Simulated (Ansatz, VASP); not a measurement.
**One calculation of AlNi3, two programs**

```
CELL_PARAMETERS angstrom
5.00912 0.00000 0.00000
-2.50456 4.33802 0.00000
0.00000 0.00000 4.04026
ATOMIC_POSITIONS crystal
Al 0.66667 0.33333 0.25000
Al 0.33333 0.66667 0.75000
Ni 0.32852 0.16426 0.75000
Ni 0.83574 0.16426 0.75000
Ni 0.83574 0.67148 0.75000
Ni 0.67148 0.83574 0.25000
Ni 0.16426 0.83574 0.25000
Ni 0.16426 0.32852 0.25000
```

Alike in both runs: task relaxation of cell and atoms; functional PBE; k mesh 6 × 6 × 4; occupations gaussian, width 0.1 eV; collinear spin.

```csv
,VASP,Ansatz
version,VASP 6.6.1,Ansatz 0.2.0
potentials or method,"VASP PAW PBE potentials, release 64 (Al, Ni), cutoff 600 eV","scalar-relativistic, plane waves, PAW"
valence electrons in the cell,66,114
```

```tsv
	VASP	Ansatz	Ansatz less VASP
gap on the k mesh at the Fermi level, each at its own relaxed structure (eV)	none	none	-
net moment per atom (μB)	0.00	0.14	+0.136
size of the moment on the site where the two differ most (μB)	0.00	0.20	+0.198
relaxed volume (Å³/atom)	11.35	11.35	-0.003
relaxed cell length with the largest relative difference (Å)	4.077	4.080	+0.0024
```

The net moments are unlike, so the other rows may belong to different states. Site moments also hang on the region over which each program counts them. A gap of «none» marks a metal or a gap that the smearing closes. VASP's potentials hold 66 valence electrons a cell and Ansatz's 114, so a difference there can come from the potentials and not from the codes.

The k mesh is coarse, so the values compare programs but aren't converged.
